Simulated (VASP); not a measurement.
BN, 4 atoms in the cell. Symmetry: P6_3/mmc, No. 194, hexagonal system. Conventional cell: a = 2.471 Å, b = 2.471 Å, c = 5.548 Å, α = 90.00°, β = 90.00°, γ = 120.00°. Within 1.9 Å of B (site symmetry -6m2) lie 3 N at 1.43 Å. N (site symmetry -6m2) has 3 B at 1.43 Å within 1.9 Å. 

```yaml
Program: VASP 6.6.1
Task: relaxation of cell and atoms
Functional: LDA
Potentials_or_basis: VASP PAW LDA potentials, release 64 (B, N)
Cutoff: 600 eV
k_mesh: 12 × 12 × 4
Occupations: gaussian, width 0.01 eV
Spin: no spin polarisation
Target_pressure: 22 GPa
Dipole_correction: no
Further_INCAR_settings: ALGO = Normal; EDIFF = 1e-06; IBRION = 2; EDIFFG = -0.001; NSW = 80; ISIF = 3
```

Potentials or basis: VASP PAW LDA potentials, release 64 (B, N).

Launch:

```sh
$ cat potpaw_LDA.64/B/POTCAR potpaw_LDA.64/N/POTCAR > POTCAR
$ mpirun -np 1 vasp_std > vasp.out
```

Hardware: 1 thread of Intel(R) Xeon(R) 6975P-C (Granite Rapids), with other jobs on the host.

Task: How long does it take, and how much memory?

Result: Run time: 53 s on 1 thread of Intel(R) Xeon(R) 6975P-C (Granite Rapids) (shared host), peak memory 0.14 GiB. Counts: scf iterations 78, k points 57, ion steps 12.
